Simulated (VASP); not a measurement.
## Re: single point with PBE

Re:

```
CELL_PARAMETERS angstrom
2.71106 0.00000 0.00000
-1.35553 2.39576 0.00000
0.00000 0.00000 8.93885
ATOMIC_POSITIONS crystal
Re 0.66667 0.33333 0.75000
Re 0.00000 0.00000 0.50000
Re 0.33333 0.66667 0.25000
Re 0.00000 0.00000 0.00000
```

| Property | Result |
| --- | --- |
| Program | VASP 6.6.1 |
| Task | single point |
| Functional | PBE |
| Potentials or basis | VASP PAW PBE potentials, release 64 (Re) |
| Cutoff | 520 eV |
| k mesh | 8 × 8 × 3 |
| Occupations | fermi-dirac, width 0.05 eV |
| Spin | no spin polarisation |

```json
{"Pressure": "11.5 GPa", "Largest force": "0.111 eV/Å", "Band gap on the k mesh": "zero (bands 14 and 15 overlap by 2.42 eV)"}
```

Forces in eV/Å, atoms in the order of the input:
```
Re   0.000  0.111  0.000
Re   0.000  0.000  0.000
Re   0.000 -0.111  0.000
Re   0.000  0.000  0.000
```

Stress tensor (GPa, compression positive):
```
18.31  0.00  0.00
 0.00  9.50  0.00
 0.00  0.00  6.71
```

Levels at points of the mesh, in eV from the Fermi level:
| k point | band 10 | band 11 | band 12 | band 13 | band 14 | band 15 | band 16 | band 17 | band 18 | band 19 |
| --- | --- | --- | --- | --- | --- | --- | --- | --- | --- | --- |
| (0.00, 0.00, 0.00) | -1.77 | -1.76 | -1.53 | -1.42 | -1.07 | -0.99 | 0.38 | 0.56 | 0.74 | 1.48 |
| (0.50, 0.00, 0.00) | -2.09 | -0.88 | 0.23 | 0.24 | 1.23 | 2.19 | 3.90 | 4.02 | 4.10 | 4.30 |
| (0.00, 0.50, 0.00) | -1.86 | -1.09 | 0.46 | 0.48 | 1.03 | 1.98 | 3.96 | 3.96 | 4.03 | 4.22 |

Run time: 73 s on 1 thread of Intel(R) Xeon(R) Platinum 8259CL CPU @ 2.50GHz (Skylake/Cascade Lake) (shared host), peak memory 0.19 GiB.

Caveat: the cell stands under pressure; spin-orbit coupling is left out, which moves the levels of the heavy elements.
